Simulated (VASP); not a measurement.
# NaCl (Pm-3m) in VASP: notebook, part 2 of 2

VASP 6.6.1. Earlier steps stand in the parts before.

## 3. Single point, PBE

File INCAR:

```
PREC = Accurate
ENCUT = 520
EDIFF = 1E-6
ISMEAR = 0
SIGMA = 0.01
LREAL = False
LASPH = True
NELM = 80
ALGO = Normal
ISIF = 2
LWAVE = False
LCHARG = True
GGA = PE
LELF = True
LVHAR = True
NBANDS = 14
```

File KPOINTS:

```
Automatic mesh
0
Gamma
  4 4 4
```

File POSCAR:

```
NaCl
1.0
    3.4595453127      0.0000000000      0.0000000000
    0.0000000000      3.4595453127      0.0000000000
    0.0000000000      0.0000000000      3.4595453127
Na Cl
1 1
Direct
    0.0000000000      0.0000000000      0.0000000000
    0.5000000000      0.5000000000      0.5000000000
```

Potentials or basis: VASP PAW PBE potentials, release 64 (Na_pv, Cl).

The run is started by

```bash
> cat potpaw_PBE.64/Na_pv/POTCAR potpaw_PBE.64/Cl/POTCAR > POTCAR
> mpirun -np 1 vasp_std > vasp.out
```

OUTCAR:

```text
PREC = Accurate
   ENCUT = 520
   EDIFF = 1E-6
   ISMEAR = 0
   LREAL = False
   LASPH = True
   NELM = 80
   ISIF = 2
   GGA = PE

 ion  position               nearest neighbor table
   1  0.000  0.000  0.000-
   2  0.500  0.500  0.500-

  LATTYP: Found a simple cubic cell.
 ALAT       =     3.4595453127

  Lattice vectors:

 A1 = (   3.4595453127,   0.0000000000,   0.0000000000)
 A2 = (   0.0000000000,   3.4595453127,   0.0000000000)
 A3 = (   0.0000000000,   0.0000000000,   3.4595453127)

Analysis of symmetry for initial positions (statically):
=====================================================================
 Subroutine PRICEL returns:
 Original cell was already a primitive cell.

 Routine SETGRP: Setting up the symmetry group for a
 simple cubic supercell.

 Subroutine GETGRP returns: Found 48 space group operations
 (whereof 48 operations were pure point group operations)
 out of a pool of 48 trial point group operations.

The static configuration has the point symmetry O_h .

Analysis of symmetry for dynamics (positions and initial velocities):
=====================================================================
 Subroutine PRICEL returns:
 Original cell was already a primitive cell.

 Routine SETGRP: Setting up the symmetry group for a
 simple cubic supercell.

 Subroutine GETGRP returns: Found 48 space group operations
 (whereof 48 operations were pure point group operations)
 out of a pool of 48 trial point group operations.

The dynamic configuration has the point symmetry O_h .

 Subroutine INISYM returns: Found 48 space group operations
 (whereof 48 operations are pure point group operations),
 and found     1 'primitive' translations

----------------------------------------------------------------------------------------

                                     Primitive cell

  volume of cell :      41.4054

  direct lattice vectors                    reciprocal lattice vectors
     3.459545313  0.000000000  0.000000000     0.289055327  0.000000000  0.000000000
     0.000000000  3.459545313  0.000000000     0.000000000  0.289055327  0.000000000
     0.000000000  0.000000000  3.459545313     0.000000000  0.000000000  0.289055327

  length of vectors
     3.459545313  3.459545313  3.459545313     0.289055327  0.289055327  0.289055327

  position of ions in fractional coordinates (direct lattice)
     0.000000000  0.000000000  0.000000000
     0.500000000  0.500000000  0.500000000

  ion indices of the primitive-cell ions
   primitive index   ion index
                 1           1
                 2           2

----------------------------------------------------------------------------------------

 KPOINTS: Automatic mesh

Automatic generation of k-mesh.
 Grid dimensions read from file:
 generate k-points for:    4    4    4

 Generating k-lattice:

  Cartesian coordinates                     Fractional coordinates (reciprocal lattice)
     0.072263832  0.000000000  0.000000000     0.250000000  0.000000000  0.000000000
     0.000000000  0.072263832  0.000000000     0.000000000  0.250000000  0.000000000
     0.000000000  0.000000000  0.072263832     0.000000000  0.000000000  0.250000000

  Length of vectors
[... 23 lines left out ...]
   number of dos      NEDOS =    301   number of ions     NIONS =      2
   total plane-waves  NPLWV =  21952
   dimension x,y,z NGX =    28 NGY =   28 NGZ =   28
   dimension x,y,z NGXF=    56 NGYF=   56 NGZF=   56
   ions per type =               1   1
   NGX,Y,Z   is equivalent  to a cutoff of  13.46, 13.46, 13.46 a.u.
   NGXF,Y,Z  is equivalent  to a cutoff of  26.91, 26.91, 26.91 a.u.
 SYSTEM =  unknown system
   PREC   = accura    normal or accurate (medium, high low for compatibility)
   ISTART =      0    job   : 0-new  1-cont  2-samecut
   ICHARG =      2    charge: 1-file 2-atom 10-const
   ISPIN  =      1    spin polarized calculation?
   LNONCOLLINEAR =      F non collinear calculations
   LSORBIT =      F    spin-orbit coupling
   LASPH  =      T    aspherical Exc in radial PAW
   ENCUT  =  520.0 eV  38.22 Ry    6.18 a.u.   6.43  6.43  6.43*2*pi/ulx,y,z
   NELM   =     80;   NELMIN=  2; NELMDL= -5     # of ELM steps
   EDIFF  = 0.1E-05   stopping-criterion for ELM
   LREAL  =      F    real-space projection
   EDIFFG = 0.1E-04   stopping-criterion for IOM
   NSW    =      0    number of steps for IOM
   IBRION =     -1    ionic relax: 0-MD 1-quasi-New 2-CG
   NFREE  =      0    steps in history (QN), initial steepest desc. (CG)
   ISIF   =      2    stress and relaxation
   ISYM   =      2    0-nonsym 1-usesym 2-fastsym
   POTIM  = 0.5000    time-step for ionic-motion
   TEBEG  =    0.0;   TEEND  =   0.0 temperature during run
   PSTRESS=    0.0 pullay stress
   NELECT =      14.0000    total number of electrons
   NUPDOWN=      -1.0000    fix difference up-down
   EMIN   =  10.00;   EMAX   =-10.00  energy-range for DOS
   EFERMI =   0.00;   METHOD = LEGACY
   ISMEAR =     0;   SIGMA  =   0.01  broadening in eV -4-tet -1-fermi 0-gaus
   EFERMI_NEDOS =   21; number of points for ismear=-14 and -15
   IALGO  =     38    algorithm
   IMIX   =      4    mixing-type and parameters
     AMIX     =   0.40;   BMIX     =  1.00
     AMIX_MAG =   1.60;   BMIX_MAG =  1.00
  volume/ion in A,a.u.               =      20.70       139.71
  Fermi-wavevector in a.u.,A,eV,Ry     =   1.140508  2.155248 17.697906  1.300759
  Thomas-Fermi vector in A             =   2.277210
   LORBIT       =      0    0 simple, 1 ext, 2 COOP (PROOUT), +10 PAW based schemes
   GGA     = PE    functional components
   LHFCALC =     F    Hartree Fock is set to
   AEXX    =    0.0000 exact exchange contribution
   IVDW    =     0    specifies the selected vdW correction
   LEPSILON=     F    determine dielectric tensor
   LRPA    =     F    only Hartree local field effects (RPA)
 non-spin polarized calculation
 Gauss-broadening in eV      SIGMA  =   0.01
  energy-cutoff  :      520.00
  volume of cell :       41.41
 maximum number of plane-waves:      1141
 NGX is ok and might be reduce to    28
   NGX = 13   NGY = 13   NGZ = 13

 number of electron      13.9999999 magnetization

 Free energy of the ion-electron system (eV)
  ---------------------------------------------------
  ext. energy  EPLUGINS =         0.00000000
  ---------------------------------------------------
  free energy    TOTEN  =        -6.45315260 eV

  energy without entropy =       -6.45315260  energy(sigma->0) =       -6.45315260

 E-fermi :   0.7569     XC(G=0):  -8.5896

 val. band max:        0.6954838731   @ k =   0.5000   0.5000   0.0000
 cond. band min:       4.7935200748   @ k =   0.0000   0.0000   0.0000
 fundamental gap:      4.0980362017
 Fermi energy:         0.7568836449

 k-point     1 :       0.0000    0.0000    0.0000
  band No.  band energies     occupation
      1     -21.3589      2.00000
      2     -21.3589      2.00000
      3     -21.3589      2.00000
      4     -12.8109      2.00000
      5       0.1736      2.00000
      6       0.1736      2.00000
      7       0.1736      2.00000
      8       4.7935      0.00000
      9       9.2287      0.00000
     10       9.2287      0.00000
     11      16.7268      0.00000
     12      16.7330      0.00000
     13      16.7333      0.00000
     14      16.7334      0.00000
[... 139 lines left out ...]
      1     -21.3889      2.00000
      2     -21.3889      2.00000
      3     -21.3889      2.00000
      4     -11.8263      2.00000
      5      -1.2647      2.00000
      6      -1.2647      2.00000
      7      -1.2647      2.00000
      8       7.8097      0.00000
      9       7.8097      0.00000
     10       7.8097      0.00000
     11      12.6308      0.00000
     12      16.9341      0.00000
     13      16.9341      0.00000
     14      16.9341      0.00000

------------------------ aborting loop because EDIFF is reached ----------------------------------------

  FORCE on cell =-STRESS in cart. coord.  units (eV):
  Direction    XX          YY          ZZ          XY          YZ          ZX
  --------------------------------------------------------------------------------------
  -------------------------------------------------------------------------------------
  Total        0.3163558      0.3163558      0.3163558      0.0000000      0.0000000     -0.0000000
  in kB       12.2413495     12.2413495     12.2413495      0.0000000      0.0000000     -0.0000000
  external PRESSURE =      12.2413495 kB  Pullay stress =       0.0000000 kB

 VOLUME and BASIS-vectors are now :
 -----------------------------------------------------------------------------
  energy-cutoff  :      520.00
  volume of cell :       41.41
      direct lattice vectors                 reciprocal lattice vectors
     3.459545313  0.000000000  0.000000000     0.289055327  0.000000000  0.000000000
     0.000000000  3.459545313  0.000000000     0.000000000  0.289055327  0.000000000
     0.000000000  0.000000000  3.459545313     0.000000000  0.000000000  0.289055327

 POSITION                                       TOTAL-FORCE (eV/Angst)
 -----------------------------------------------------------------------------------
      0.00000      0.00000      0.00000         0.000000      0.000000      0.000000
      1.72977      1.72977      1.72977         0.000000      0.000000      0.000000
 -----------------------------------------------------------------------------------
    total drift:                               -0.000000      0.000000      0.000000

  FREE ENERGIE OF THE ION-ELECTRON SYSTEM (eV)
  ---------------------------------------------------
  free  energy   TOTEN  =        -6.4531526026 eV

  energy  without entropy=       -6.4531526026  energy(sigma->0) =       -6.45315260
```

stdout:

```text
POSCAR found type information on POSCAR NaCl
 POSCAR found :  2 types and       2 ions
 scaLAPACK will be used
 LDA part: xc-table for (Slater+PW92), standard interpolation
 POSCAR, INCAR and KPOINTS ok, starting setup
 FFT: planning ... GRIDC
 FFT: planning ... GRID_SOFT
 FFT: planning ... GRID
 WAVECAR not read
 entering main loop
```

Run time: 12 s. Hardware: 1 thread of Intel Xeon 8259CL, shared host; peak memory 0.15 GiB.

Results:

```
Free energy            : -6.4532 eV
Pressure               : 1.2 GPa
Band gap on the k mesh : 4.10 eV (least direct gap 4.62 eV)
```

Caveat: the k points lie up to 0.45 Å⁻¹ apart.
